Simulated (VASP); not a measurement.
Here is a VASP 6.6.1 calculation.

The input INCAR:

```
SYSTEM = B
PREC     = Accurate       ! precision mode
ENCUT    = 520            ! plane-wave cutoff, eV
EDIFF    = 1E-6           ! SCF threshold, eV
ISMEAR   = 0              ! smearing method
SIGMA    = 0.1            ! smearing width, eV
LREAL    = .FALSE.        ! projectors in reciprocal space
LASPH    = .TRUE.         ! aspherical terms in the spheres
NELM     = 60             ! most SCF steps
ALGO     = Normal         ! electronic algorithm
ISIF     = 2              ! what is computed and relaxed
LWAVE    = .FALSE.        ! write WAVECAR
LCHARG   = .FALSE.        ! write CHGCAR
GGA      = PE             ! functional
NBANDS   = 8              ! bands
```

Contents of KPOINTS:

```
Automatic mesh
0
G
  38 38 38
  0 0 0
```

POSCAR

```
B
1.0
   -1.4633348223      1.4633348223      0.8105557004
    1.4633348223     -1.4633348223      0.8105557004
    1.4633348223      1.4633348223     -0.8105557004
B
1
Direct
    0.0000000000      0.0000000000      0.0000000000
```

Potentials or basis: VASP PAW PBE potentials, release 64 (B).

The run is started by

```bash
$ cat potpaw_PBE.64/B/POTCAR > POTCAR
$ mpirun -np 1 vasp_std > vasp.out
```

What does it give for the band gap on the k mesh?

Zero (an odd number of electrons rules out a gap without spin polarisation).

Predict the pressure.

-0.1 GPa.

Stress tensor (GPa, compression positive):
```
-0.19  0.00  0.00
 0.00 -0.19  0.00
 0.00  0.00 -0.03
```
